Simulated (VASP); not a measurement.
**CdSe: elastic constants with LDA**

CdSe:

```
Cd Se
1.0
     0.00000    3.00397    3.00397
     3.00397    0.00000    3.00397
     3.00397    3.00397    0.00000
Cd Se
1 1
Direct
  0.00000 0.00000 0.00000
  0.75000 0.75000 0.75000
```

```
Program                   : VASP 6.6.1
Task                      : elastic constants
Functional                : LDA
Potentials or basis       : VASP PAW LDA potentials, release 64 (Cd, Se)
Cutoff                    : 600 eV
k mesh                    : 6 × 6 × 6
Occupations               : gaussian, width 0.01 eV
Spin                      : no spin polarisation
Dipole correction         : no
Ions in elastic constants : relaxed
Further INCAR settings    : ALGO = Normal; EDIFF = 1e-08; IBRION = 6; POTIM = 0.015; NSW = 1; ISIF = 3
```

```yaml
Elastic_constants_C11_C12_C44: 72, 54, 24 GPa
Voigt_bulk_modulus: 60 GPa
Highest_phonon_frequency_at_Γ_LO-TO_splitting_left_out: 178 cm⁻¹
```

Phonon frequencies in cm⁻¹ (negative: imaginary):
```tsv
q point	frequencies
(0.000, 0.000, 0.000)	0 0 0 178 178 178
```

Elastic tensor in Voigt notation (GPa, in the Cartesian axes of the cell as first typed):
```
72 54 54  0  0  0
54 72 54  0  0  0
54 54 72  0  0  0
 0  0  0 24  0  0
 0  0  0  0 24  0
 0  0  0  0  0 24
```

Clamped-ion elastic tensor (GPa):
```
72 54 54  0  0  0
54 72 54  0  0  0
54 54 72  0  0  0
 0  0  0 52  0  0
 0  0  0  0 52  0
 0  0  0  0  0 52
```

Wall time 9.4 min on 1 thread of Intel Xeon 8259CL (shared host), peak memory 0.26 GiB.
